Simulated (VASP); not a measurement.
Here is a VASP 6.6.1 calculation.

The input INCAR:

```
SYSTEM = BN
  PREC = Accurate
  ENCUT = 520
  EDIFF = 1E-6
  ISMEAR = 0
  SIGMA = 0.05
  LREAL = .False.
  LASPH = .True.
  NELM = 100
  ALGO = Normal
  ISIF = 2
  LWAVE = .False.
  LCHARG = .False.
  GGA = CA
  NBANDS = 16
```

Contents of KPOINTS:

```
Automatic mesh
0
Gamma
  12 12 4
  0 0 0
```

The input POSCAR:

```
BN
1.0
    2.3709920293      0.0000000000      0.0000000000
   -1.1854960146      2.0533393295      0.0000000000
    0.0000000000      0.0000000000      6.9820973278
B N
2 2
Direct
    0.3333333333      0.6666666667      0.2500000000
    0.6666666667      0.3333333333      0.7500000000
    0.3333333333      0.6666666667      0.7500000000
    0.6666666667      0.3333333333      0.2500000000
```

Potentials or basis: VASP PAW LDA potentials, release 64 (B, N).

The run is started by

```console
$ cat potpaw_LDA.64/B/POTCAR potpaw_LDA.64/N/POTCAR > POTCAR
$ mpirun -np 1 vasp_std > vasp.out
```

(1) Predict the pressure.

(2) Estimate the band gap on the k mesh.

## Answers

(1) 42.2 GPa.

(2) 4.40 eV, indirect (least direct gap 4.91 eV).
